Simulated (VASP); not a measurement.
A run of VASP 6.6.1:

Contents of INCAR:

```
SYSTEM = C
ALGO = Normal
EDIFF = 1E-6
ENCUT = 520
GGA = PE
ISIF = 2
ISMEAR = 0
IVDW = 12
LASPH = .TRUE.
LCHARG = .TRUE.
LELF = .TRUE.
LREAL = .FALSE.
LVHAR = .TRUE.
LWAVE = .FALSE.
NBANDS = 16
NELM = 80
PREC = Accurate
SIGMA = 0.15
```

Contents of KPOINTS:

```
k-points
0
G
  24 24 8
  0 0 0
```

The input POSCAR:

```
C
1.0
    2.5635788521      0.0000000000      0.0000000000
   -1.2817894260      2.2201244105      0.0000000000
    0.0000000000      0.0000000000      6.7384326307
C
4
Direct
    0.0000000000      0.0000000000      0.0025000000
    0.0000000000      0.0000000000      0.5025000000
    0.3333333333      0.6666666667      0.0025000000
    0.6666666667      0.3333333333      0.5025000000
```

Potentials or basis: VASP PAW PBE potentials, release 64 (C).

The run is started by

```console
$ cat potpaw_PBE.64/C/POTCAR > POTCAR
$ mpirun -np 1 vasp_std > vasp.out
```

Hardware: 1 thread of Intel Xeon 8259CL (shared host).

Question: Estimate the wall time of this run.

Answer: Wall time 3.5 min on 1 thread of Intel Xeon 8259CL, with other jobs on the host, peak memory 0.26 GiB. Counts: scf iterations 12, k points 305.
